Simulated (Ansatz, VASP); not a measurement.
**Two plane-wave programs on C**

```
C
1.0
     0.00000    2.09831    3.28392
     1.13429    0.00000    3.28392
     1.13429    2.09831    0.00000
C
2
Direct
  0.14316 0.85684 0.14316
  0.85684 0.14316 0.85684
```

Alike in both runs: task single point; functional PBEsol; k mesh 14 × 14 × 14; occupations gaussian, width 0.02 eV; no spin polarisation.

|  | VASP | Ansatz |
| --- | --- | --- |
| version | VASP 6.6.1 | Ansatz 0.2.0 |
| potentials or method | VASP PAW PBE potentials, release 64 (C), cutoff 520 eV | scalar-relativistic, plane waves, PAW |
| valence electrons in the cell | 8 | 8 |

|  | VASP | Ansatz | Ansatz less VASP |
| --- | --- | --- | --- |
| gap on the k mesh at the Fermi level (eV) | none | none | - |
| pressure (GPa) | 66.3 | 65.4 | -0.83 |
| traceless stress, the component that is largest in VASP (GPa) | -65.13 | -64.22 | +0.917 |
| rms of the force components (eV/Å) | 8.346 | 8.309 | -0.0373 |

VASP's potentials were made for PBE, not for PBEsol. Atom by atom the forces differ by 0.037 eV/Å (rms over components). A gap of «none» marks a metal or a gap that the smearing closes. Both programs put the cell under a high pressure, so it lies far from rest at this level. With one functional, cell and mesh, what is left measures potentials, basis and numerics.

Noted on VASP's run: the cell as given lies far from equilibrium.
